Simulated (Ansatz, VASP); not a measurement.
PbF2 in VASP and in Ansatz

INCAR

```
SYSTEM = PbF2
ALGO = Normal
EDIFF = 1E-6
ENCUT = 520
GGA = PE
ISIF = 2
ISMEAR = 0
LASPH = .TRUE.
LCHARG = .TRUE.
LELF = .TRUE.
LREAL = .FALSE.
LVHAR = .TRUE.
LWAVE = .FALSE.
NBANDS = 21
NELM = 80
PREC = Accurate
SIGMA = 0.05
```

File KPOINTS:

```
k-points
0
G
  8 8 8
  0 0 0
```

POSCAR

```
PbF2
1.0
    0.0000000000      3.2262868683      2.5165037573
    3.2262868683      0.0000000000      2.5165037573
    3.2262868683      3.2262868683      0.0000000000
Pb F
1 2
Direct
    0.0000000000      0.0000000000      0.0000000000
    0.2500000000      0.2500000000      0.2500000000
    0.7500000000      0.7500000000      0.7500000000
```

Input for Ansatz:

```yaml
crystal:
  lattice:
    - [0.0, 3.2262868683, 2.5165037573]
    - [3.2262868683, 0.0, 2.5165037573]
    - [3.2262868683, 3.2262868683, 0.0]
  atoms:
    - { symbol: Pb, position: [0.0, 0.0, 0.0] }
    - { symbol: F, position: [0.25, 0.25, 0.25] }
    - { symbol: F, position: [0.75, 0.75, 0.75] }
basis:
  ecutwfc: 420
kpoints:
  mp_grid: { grid: [8, 8, 8] }
hamiltonian:
  xc: pbe
scf:
  occupations: { method: gaussian, width: 0.05 }
output:
  forces: true
  stress: true
  eigenvalues: true
```

Alike in both runs: task single point; functional PBE; k mesh 8 × 8 × 8; occupations gaussian, width 0.05 eV; no spin polarisation.

|  | VASP | Ansatz |
| --- | --- | --- |
| version | VASP 6.6.1 | Ansatz 0.2.0 |
| potentials or method | VASP PAW PBE potentials, release 64 (Pb_d, F), cutoff 520 eV | scalar-relativistic, plane waves, PAW |
| valence electrons in the cell | 28 | 28 |

|  | VASP | Ansatz | Ansatz less VASP |
| --- | --- | --- | --- |
| gap on the k mesh at the Fermi level (eV) | 3.50 | 3.50 | +0.004 |
| least direct gap on the mesh (eV) | 4.04 | 4.04 | +0.002 |
| pressure (GPa) | 0.8 | 1.1 | +0.21 |
| traceless stress, the component that is largest in VASP (GPa) | 10.48 | 10.47 | -0.006 |

Spin-orbit coupling is off throughout.
